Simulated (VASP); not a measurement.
Input of a VASP 6.6.1 run:

Contents of INCAR:

```
PREC = Accurate
ENCUT = 520
EDIFF = 1E-7
ISMEAR = 0
SIGMA = 0.15
LREAL = F
LASPH = T
NELM = 100
ALGO = Normal
ISIF = 2
LWAVE = F
LCHARG = F
GGA = CA
NBANDS = 10
```

Contents of KPOINTS:

```
regular mesh
0
Gamma
  22 22 22
```

POSCAR

```
Ir
1.0
    0.0000000000      2.2036365489      1.3865281165
    2.2036365489      0.0000000000      1.3865281165
    2.2036365489      2.2036365489      0.0000000000
Ir
1
Direct
    0.0000000000      0.0000000000      0.0000000000
```

Potentials or basis: VASP PAW LDA potentials, release 64 (Ir).

The run is started by

```console
$ cat potpaw_LDA.64/Ir/POTCAR > POTCAR
$ mpirun -np 1 vasp_std > vasp.out
```

(1) Predict the pressure.

Answers

(1) 26.3 GPa.
